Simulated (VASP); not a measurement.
Wanted: the native input for a VASP 6.6.1 run.

```
Task                   : single point
Functional             : LDA
Potentials or basis    : VASP PAW LDA potentials, release 64 (Sn_d)
Cutoff                 : 520 eV
k mesh                 : 5 × 5 × 5
Occupations            : methfessel-paxton, width 0.1 eV
Spin                   : non-collinear spin, typed start, spin-orbit coupling
Starting moments       : [[0.031, -0.001, -0.084], [0.001, 0.106, -0.057]] μB
Dipole correction      : no
Further INCAR settings : ALGO = Fast; EDIFF = 1e-06; NBANDS = 40
```

The structure of Sn lies in POSCAR:

```
Sn
1.0
    0.0000000000      3.1896436215      3.1896436215
    3.1896436215      0.0000000000      3.1896436215
    3.1896436215      3.1896436215      0.0000000000
Sn
2
Direct
    0.7439350000      0.7444740000      0.7521720000
    0.5057080000      0.4909210000      0.4975020000
```

The input as run:

INCAR

```
  ALGO = Fast
  EDIFF = 1E-6
  ENCUT = 520
  GGA = CA
  GGA_COMPAT = False
  ISIF = 2
  ISMEAR = 1
  LASPH = True
  LCHARG = False
  LORBIT = 11
  LORBMOM = True
  LREAL = False
  LSORBIT = True
  LWAVE = False
  MAGMOM = 0.031 -0.001 -0.084 0.001 0.106 -0.057
  NBANDS = 40
  NELM = 150
  PREC = Accurate
  SIGMA = 0.1
```

KPOINTS

```
k-points
0
Gamma
  5 5 5
```

Potentials or basis: VASP PAW LDA potentials, release 64 (Sn_d).

The run is started by

```bash
$ cat potpaw_LDA.64/Sn_d/POTCAR > POTCAR
$ mpirun -np 1 vasp_ncl > vasp.out
```

It gave:

The pressure is 2.4 GPa and the largest force is 0.327 eV/Å. The net moment is 0.00 μB per cell and the valence electrons inside the program's atomic spheres are Sn 12.42.

It took 22 min on 1 thread of Oxide Virtual Turin-like Processor, on a shared host, peak memory 0.55 GiB.
